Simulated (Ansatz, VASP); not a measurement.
**Two plane-wave programs on BaTe**

```
Ba Te
1.0
     4.79544    0.00000    0.00000
    -2.39772    4.15297    0.00000
     0.00000    0.00000    8.40883
Ba Te
2 2
Direct
  0.00000 0.00000 0.00000
  0.00000 0.00000 0.50000
  0.33333 0.66667 0.25000
  0.66667 0.33333 0.75000
```

Alike in both runs: task single point; functional r2SCAN; k mesh 6 × 6 × 4; no spin polarisation.

```csv
,VASP,Ansatz
version,VASP 6.6.1,Ansatz 0.2.0
potentials or method,"VASP PAW PBE potentials, release 64 (Ba_sv, Te)","plane waves, PAW"
plane-wave cutoff (eV),520,500
occupations,"gaussian, width 0.01 eV",fixed
valence electrons in the cell,32,52
```

```csv
,VASP,Ansatz,Ansatz less VASP
gap on the k mesh at the Fermi level (eV),1.94,2.03,+0.089
pressure (GPa),2.5,2.1,-0.41
"traceless stress, the component that is largest in VASP (GPa)",0.23,0.17,-0.052
```

VASP's potentials were made for PBE, not for r2SCAN. VASP's potentials hold 32 valence electrons a cell and Ansatz's 52, so a difference there can come from the potentials and not from the codes.

Spin-orbit coupling is off throughout.
